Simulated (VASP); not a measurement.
Wanted: the native input for a VASP 6.6.1 run.

```yaml
Task: single point
Functional: r2SCAN
Potentials_or_basis: VASP PAW PBE potentials, release 64 (C)
Cutoff: 520 eV
k_mesh: 14 × 14 × 14
Occupations: gaussian, width 0.05 eV
Spin: no spin polarisation
Dipole_correction: no
Further_INCAR_settings: ALGO = Normal; EDIFF = 1e-07; NBANDS = 11
```

The system is C.

```
C
1.0
     0.00000    2.40606    3.34800
     1.38911    0.00000    3.34800
     1.38911    2.40606    0.00000
C
2
Direct
  0.16667 0.83333 0.16667
  0.83333 0.16667 0.83333
```

This cell differs from its parent crystal: strain +0.1312 x Voigt [1, 1, 0, 0, 0, 0].

The input as run:

POSCAR

```
C
1.0
    0.0000000000      2.4060624000      3.3480000000
    1.3891136000      0.0000000000      3.3480000000
    1.3891136000      2.4060624000      0.0000000000
C
2
Direct
    0.1666700000      0.8333300000      0.1666700000
    0.8333300000      0.1666700000      0.8333300000
```

INCAR.step1

```
PREC = Accurate
ENCUT = 520
ISMEAR = 0
SIGMA = 0.05
LREAL = False
LASPH = True
NELM = 80
NBANDS = 11
GGA = PE
ALGO = Normal
EDIFF = 1E-4
LWAVE = True
LCHARG = False
```

INCAR.step2

```
PREC = Accurate
ENCUT = 520
EDIFF = 1E-7
ISMEAR = 0
SIGMA = 0.05
LREAL = False
LASPH = True
NELM = 80
ALGO = Normal
ISIF = 2
LWAVE = False
LCHARG = False
METAGGA = R2SCAN
LMIXTAU = True
NBANDS = 11
ISTART = 1
```

KPOINTS

```
Automatic mesh
0
Gamma
  14 14 14
```

Potentials or basis: VASP PAW PBE potentials, release 64 (C).

The run is started by

```console
$ cat potpaw_PBE.64/C/POTCAR > POTCAR
$ cp INCAR.step1 INCAR
$ mpirun -np 1 vasp_std > vasp.out
$ cp INCAR.step2 INCAR
$ mpirun -np 1 vasp_std > vasp.out
```

It gave:

```json
{"Pressure": "-59.6 GPa", "Largest force": "0.013 eV/Å"}
```

Caveat: the cell differs from its parent crystal (strain +0.1312 x Voigt [1, 1, 0, 0, 0, 0]); the PAW data sets were made with another functional, which shifts forces and pressure a little.

Run time: 2.9 min on 1 thread of Intel(R) Xeon(R) 6975P-C (Granite Rapids) (shared host), peak memory 0.21 GiB.
